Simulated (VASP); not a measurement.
## HfS2: single point with PBEsol+D3(BJ)

HfS2:

```
Hf S
1.0
     3.42681    0.00000    0.00000
    -1.71341    2.96771    0.00000
     0.00000    0.00000    5.25986
Hf S
1 2
Cartesian
  0.0000 0.0000 0.0000
  1.7134 0.9892 3.7732
  0.0000 1.9785 1.4867
```

This cell differs from its parent crystal: volume scaled by 0.88, then relaxed in part.

```json
{"Program": "VASP 6.6.1", "Task": "single point", "Functional": "PBEsol", "Dispersion": "D3(BJ)", "Potentials or basis": "VASP PAW PBE potentials, release 64 (Hf_pv, S)", "Cutoff": "500 eV", "k mesh": "12 × 12 × 6", "Occupations": "gaussian, width 0.02 eV", "Spin": "no spin polarisation"}
```

```json
{
 "Pressure": "8.4 GPa",
 "Largest force": "0.060 eV/Å",
 "Band gap on the k mesh": "zero (band 11 reaches 6.32 eV, above the bottom of band 12 at 6.03 eV)",
 "Dispersion energy per atom": "-0.384 eV"
}
```

Forces in eV/Å, atoms in the order of the input:
```
Hf   0.000  0.000  0.000
S    0.000  0.000  0.060
S    0.000  0.000 -0.060
```

Levels at points of the mesh, in eV from the Fermi level:
```
           k point  band 8  band 9  band 10  band 11  band 12  band 13  band 14  band 15
(0.00, 0.00, 0.00)   -3.42   -0.36    -0.36     0.19     1.52     1.52     1.66     4.34
(0.50, 0.00, 0.00)   -3.75   -3.05    -3.03    -2.28     0.07     4.22     4.54     5.83
(0.00, 0.00, 0.50)   -3.24   -3.24    -0.94    -0.94     1.34     1.34     2.23     5.80
(0.50, 0.00, 0.50)   -3.69   -3.38    -1.22    -1.02    -0.10     4.16     4.55     4.57
```

It took 59 s on 1 thread of Intel Xeon 6975P-C, with other jobs on the host, peak memory 0.25 GiB.

Caveat: the PAW data sets were made with another functional, which shifts forces and pressure a little; spin-orbit coupling is left out, which moves the levels of the heavy elements; pairwise dispersion overbinds metals, which lowers pressure and volume.
